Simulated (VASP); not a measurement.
# Si (I4/mmm) in VASP: notebook, part 2 of 3

VASP 6.6.1. Earlier steps stand in the parts before.

### 3 Single point, r2SCAN (strain +0.015 along x and y, +0.030 along z)

Contents of POSCAR:

```
Si
1.0
   -1.6513186540      1.6513186540      1.3599397455
    1.6513186540     -1.6513186540      1.3599397455
    1.6513186540      1.6513186540     -1.3599397455
Si
1
Direct
    0.0000000000      0.0000000000      0.0000000000
```

Contents of INCAR.step1:

```
  PREC = Accurate
  ENCUT = 520
  ISMEAR = 0
  SIGMA = 0.15
  LREAL = False
  LASPH = True
  NELM = 100
  NBANDS = 8
  GGA = PE
  ALGO = Normal
  EDIFF = 1E-4
  LWAVE = True
  LCHARG = False
```

Contents of INCAR.step2:

```
  PREC = Accurate
  ENCUT = 520
  EDIFF = 1E-6
  ISMEAR = 0
  SIGMA = 0.15
  LREAL = False
  LASPH = True
  NELM = 100
  ALGO = Normal
  ISIF = 2
  LWAVE = False
  LCHARG = True
  METAGGA = R2SCAN
  LMIXTAU = True
  LELF = True
  LVHAR = True
  NBANDS = 8
  ISTART = 1
```

Contents of KPOINTS:

```
Automatic mesh
0
Gamma
  22 22 22
```

Potentials or basis: VASP PAW PBE potentials, release 64 (Si).

Command:

```sh
> cat potpaw_PBE.64/Si/POTCAR > POTCAR
> cp INCAR.step1 INCAR
> mpirun -np 1 vasp_std > vasp.out
> cp INCAR.step2 INCAR
> mpirun -np 1 vasp_std > vasp.out
```

OUTCAR:

```text
PREC = Accurate
   ENCUT = 520
   EDIFF = 1E-6
   ISMEAR = 0
   LREAL = False
   LASPH = True
   NELM = 100
   ISIF = 2
   METAGGA = R2SCAN
   ISTART = 1

 ion  position               nearest neighbor table
   1  0.000  0.000  0.000-

  LATTYP: Found a body centered tetragonal cell.
 ALAT       =     3.3026373080
 C/A-ratio  =     0.8235477400

  Lattice vectors:

 A1 = (  -1.6513186540,   1.6513186540,   1.3599397455)
 A2 = (   1.6513186540,  -1.6513186540,   1.3599397455)
 A3 = (   1.6513186540,   1.6513186540,  -1.3599397455)

Analysis of symmetry for initial positions (statically):
=====================================================================
 Subroutine PRICEL returns:
 Original cell was already a primitive cell.

 Routine SETGRP: Setting up the symmetry group for a
 body centered tetragonal supercell.

 Subroutine GETGRP returns: Found 16 space group operations
 (whereof 16 operations were pure point group operations)
 out of a pool of 16 trial point group operations.

The static configuration has the point symmetry D_4h.

Analysis of symmetry for dynamics (positions and initial velocities):
=====================================================================
 Subroutine PRICEL returns:
 Original cell was already a primitive cell.

 Routine SETGRP: Setting up the symmetry group for a
 body centered tetragonal supercell.

 Subroutine GETGRP returns: Found 16 space group operations
 (whereof 16 operations were pure point group operations)
 out of a pool of 16 trial point group operations.

The dynamic configuration has the point symmetry D_4h.

 Subroutine INISYM returns: Found 16 space group operations
 (whereof 16 operations are pure point group operations),
 and found     1 'primitive' translations

----------------------------------------------------------------------------------------

                                     Primitive cell

  volume of cell :      14.8334

  direct lattice vectors                    reciprocal lattice vectors
    -1.651318654  1.651318654  1.359939745     0.000000000  0.302788319  0.367663348
     1.651318654 -1.651318654  1.359939745     0.302788319  0.000000000  0.367663348
     1.651318654  1.651318654 -1.359939745     0.302788319  0.302788319  0.000000000

  length of vectors
     2.702432738  2.702432738  2.702432738     0.476295186  0.476295186  0.428207348

  position of ions in fractional coordinates (direct lattice)
     0.000000000  0.000000000  0.000000000

  ion indices of the primitive-cell ions
   primitive index   ion index
                 1           1

----------------------------------------------------------------------------------------

 KPOINTS: Automatic mesh

Automatic generation of k-mesh.
 Grid dimensions read from file:
 generate k-points for:   22   22   22

 Generating k-lattice:

  Cartesian coordinates                     Fractional coordinates (reciprocal lattice)
     0.000000000  0.013763105  0.016711970     0.045454545  0.000000000 -0.000000000
     0.013763105  0.000000000  0.016711970     0.000000000  0.045454545 -0.000000000
     0.013763105  0.013763105  0.000000000     0.000000000  0.000000000  0.045454545

  Length of vectors
     0.021649781  0.021649781  0.019463970

  Shift w.r.t. Gamma in fractional coordinates (k-lattice)
     0.000000000  0.000000000  0.000000000

 Subroutine IBZKPT returns following result:
 ===========================================

 Found    834 irreducible k-points:

 Following reciprocal coordinates:
            Coordinates               Weight
  0.000000  0.000000  0.000000      1.000000
  0.045455 -0.000000  0.000000      8.000000
  0.090909 -0.000000  0.000000      8.000000
  0.136364  0.000000 -0.000000      8.000000
  0.181818  0.000000  0.000000      8.000000
  0.227273  0.000000 -0.000000      8.000000
[... 16 lines left out ...]
  0.500000  0.045455 -0.000000     16.000000
 -0.454545  0.045455  0.000000     16.000000
 [... further k-points ...]
   k-points           NKPTS =    834   k-points in BZ     NKDIM =    834   number of bands    NBANDS=      8
   number of dos      NEDOS =    301   number of ions     NIONS =      1
   total plane-waves  NPLWV =   8000
   dimension x,y,z NGX =    20 NGY =   20 NGZ =   20
   dimension x,y,z NGXF=    40 NGYF=   40 NGZF=   40
   ions per type =               1
   NGX,Y,Z   is equivalent  to a cutoff of  12.30, 12.30, 12.30 a.u.
   NGXF,Y,Z  is equivalent  to a cutoff of  24.61, 24.61, 24.61 a.u.
 SYSTEM =  unknown system
   PREC   = accura    normal or accurate (medium, high low for compatibility)
   ISTART =      1    job   : 0-new  1-cont  2-samecut
   ICHARG =      0    charge: 1-file 2-atom 10-const
   ISPIN  =      1    spin polarized calculation?
   LNONCOLLINEAR =      F non collinear calculations
   LSORBIT =      F    spin-orbit coupling
   LASPH  =      T    aspherical Exc in radial PAW
   ENCUT  =  520.0 eV  38.22 Ry    6.18 a.u.   5.02  5.02  5.02*2*pi/ulx,y,z
   NELM   =    100;   NELMIN=  2; NELMDL=  0     # of ELM steps
   EDIFF  = 0.1E-05   stopping-criterion for ELM
   LREAL  =      F    real-space projection
   EDIFFG = 0.1E-04   stopping-criterion for IOM
   NSW    =      0    number of steps for IOM
   IBRION =     -1    ionic relax: 0-MD 1-quasi-New 2-CG
   NFREE  =      0    steps in history (QN), initial steepest desc. (CG)
   ISIF   =      2    stress and relaxation
   ISYM   =      2    0-nonsym 1-usesym 2-fastsym
   POTIM  = 0.5000    time-step for ionic-motion
   TEBEG  =    0.0;   TEEND  =   0.0 temperature during run
   PSTRESS=    0.0 pullay stress
   NELECT =       4.0000    total number of electrons
   NUPDOWN=      -1.0000    fix difference up-down
   EMIN   =  10.00;   EMAX   =-10.00  energy-range for DOS
   EFERMI =   0.00;   METHOD = LEGACY
   ISMEAR =     0;   SIGMA  =   0.15  broadening in eV -4-tet -1-fermi 0-gaus
   EFERMI_NEDOS =   21; number of points for ismear=-14 and -15
   IALGO  =     38    algorithm
   IMIX   =      4    mixing-type and parameters
     AMIX     =   0.40;   BMIX     =  1.00
     AMIX_MAG =   1.60;   BMIX_MAG =  1.00
  volume/ion in A,a.u.               =      14.83       100.10
  Fermi-wavevector in a.u.,A,eV,Ry     =   1.057664  1.998695 15.220197  1.118653
  Thomas-Fermi vector in A             =   2.192945
   LORBIT       =      0    0 simple, 1 ext, 2 COOP (PROOUT), +10 PAW based schemes
   METAGGA = R2SCAN    functional components
   LHFCALC =     F    Hartree Fock is set to
   AEXX    =    0.0000 exact exchange contribution
   IVDW    =     0    specifies the selected vdW correction
   LEPSILON=     F    determine dielectric tensor
   LRPA    =     F    only Hartree local field effects (RPA)
 non-spin polarized calculation
 Gauss-broadening in eV      SIGMA  =   0.15
  energy-cutoff  :      520.00
  volume of cell :       14.83
 maximum number of plane-waves:       421
   NGX =  9   NGY =  9   NGZ =  9

 number of electron       4.0000000 magnetization

 Free energy of the ion-electron system (eV)
  ---------------------------------------------------
  ext. energy  EPLUGINS =         0.00000000
  ---------------------------------------------------
  free energy    TOTEN  =        -8.07747233 eV

  energy without entropy =       -8.07283606  energy(sigma->0) =       -8.07515420

 E-fermi :   9.8264     XC(G=0): -11.8279

 val. band max:        9.8213825493   @ k =  -0.2273   0.5000   0.2273
 cond. band min:       9.8306240587   @ k =  -0.2273   0.3182   0.0909
 fundamental gap:      0.0092415095
 Fermi energy:         9.8263662853

 k-point     1 :       0.0000    0.0000    0.0000
  band No.  band energies     occupation
      1      -5.2459      2.00000
      2      19.9934      0.00000
      3      20.2261      0.00000
      4      20.2261      0.00000
      5      23.6673      0.00000
      6      23.6994      0.00000
      7      25.3552      0.00000
      8      25.3552      0.00000
[... 243 lines left out ...]
 k-point    24 :      -0.4545    0.0455    0.0000
  band No.  band energies     occupation
      1       1.1096      2.00000
      2       6.0091      2.00000
      3      13.9250      0.00000
      4      16.0736      0.00000
      5      17.7527      0.00000
      6      20.3980      0.00000
      7      29.4751      0.00000
      8      32.4019      0.00000

 [... further k-points ...]

------------------------ aborting loop because EDIFF is reached ----------------------------------------

  FORCE on cell =-STRESS in cart. coord.  units (eV):
  Direction    XX          YY          ZZ          XY          YZ          ZX
  --------------------------------------------------------------------------------------
  -------------------------------------------------------------------------------------
  Total       -0.3322330     -0.3322330     -0.7192193      0.0000000      0.0000000      0.0000000
  in kB      -35.8849197    -35.8849197    -77.6838042      0.0000000      0.0000000      0.0000000
  external PRESSURE =     -49.8178812 kB  Pullay stress =       0.0000000 kB

 VOLUME and BASIS-vectors are now :
 -----------------------------------------------------------------------------
  energy-cutoff  :      520.00
  volume of cell :       14.83
      direct lattice vectors                 reciprocal lattice vectors
    -1.651318654  1.651318654  1.359939745     0.000000000  0.302788319  0.367663348
     1.651318654 -1.651318654  1.359939745     0.302788319  0.000000000  0.367663348
     1.651318654  1.651318654 -1.359939745     0.302788319  0.302788319  0.000000000

 POSITION                                       TOTAL-FORCE (eV/Angst)
 -----------------------------------------------------------------------------------
      0.00000      0.00000      0.00000         0.000000      0.000000     -0.000000
 -----------------------------------------------------------------------------------
    total drift:                                0.000000      0.000000     -0.000000

  FREE ENERGIE OF THE ION-ELECTRON SYSTEM (eV)
  ---------------------------------------------------
  free  energy   TOTEN  =        -8.0774723290 eV

  energy  without entropy=       -8.0728360611  energy(sigma->0) =       -8.07515420
```

OUTCAR.step1:

```text
PREC = Accurate
   ENCUT = 520
   ISMEAR = 0
   LREAL = False
   LASPH = True
   NELM = 100
[... 479 lines left out ...]

 POSITION                                       TOTAL-FORCE (eV/Angst)
 -----------------------------------------------------------------------------------
      0.00000      0.00000      0.00000         0.000000     -0.000000      0.000000
 -----------------------------------------------------------------------------------
    total drift:                                0.000000      0.000000     -0.000000

  FREE ENERGIE OF THE ION-ELECTRON SYSTEM (eV)
  ---------------------------------------------------
  free  energy   TOTEN  =        -4.9392589426 eV

  energy  without entropy=       -4.9340634190  energy(sigma->0) =       -4.93666118
```

OSZICAR.step1:

```text
N       E                     dE             d eps       ncg     rms          rms(c)
DAV:   1    -0.237182867308E+01   -0.23718E+01   -0.18189E+03 14352   0.382E+02
DAV:   2    -0.494092820324E+01   -0.25691E+01   -0.24461E+01 19824   0.303E+01
DAV:   3    -0.495583036920E+01   -0.14902E-01   -0.14879E-01 15152   0.241E+00
DAV:   4    -0.495584512986E+01   -0.14761E-04   -0.14761E-04 21800   0.829E-02
DAV:   5    -0.495584513374E+01   -0.38781E-08   -0.32474E-08 15096   0.678E-04    0.258E+00
DAV:   6    -0.494528711210E+01    0.10558E-01   -0.37261E-03 15376   0.268E-01    0.143E+00
DAV:   7    -0.493927296567E+01    0.60141E-02   -0.75578E-03 15576   0.380E-01    0.137E-01
DAV:   8    -0.493925894264E+01    0.14023E-04   -0.33578E-05 18224   0.457E-02
   1 F= -.49392589E+01 E0= -.49366612E+01  d E =-.519552E-02
```

Wall time 3.9 min (1 thread of Intel Xeon Platinum 8375C at 2.90GHz (Ice Lake), shared host); peak memory 0.19 GiB.

Results:

```yaml
Free_energy: -8.0775 eV
Pressure: -5.0 GPa
Band_gap_on_the_k_mesh: zero (bands 2 and 3 overlap by 14.22 eV)
```

Levels at points of the mesh, in eV from the Fermi level:
```
           k point  band 1  band 2  band 3  band 4  band 5  band 6  band 7
(0.00, 0.00, 0.00)  -15.07   10.17   10.40   10.40   13.84   13.87   15.53
(0.50, 0.00, 0.00)   -6.62   -6.33    4.84    6.67    6.87    9.68   19.49
(0.50, 0.50, 0.00)   -8.71   -7.46    8.87   11.65   11.73   12.10   18.05
(0.50, 0.50, 0.50)   -2.40   -2.40   -1.36    1.62    3.87    6.42   25.98
```

Caveat: the cell differs from its parent crystal (strain +0.015 along x and y, +0.030 along z); the cell stands under tension; the PAW data sets were made with another functional, which shifts forces and pressure a little.

[end of part 2 of 3]

The gap in the log of VASP goes by the Fermi energy; the results here count the filled bands.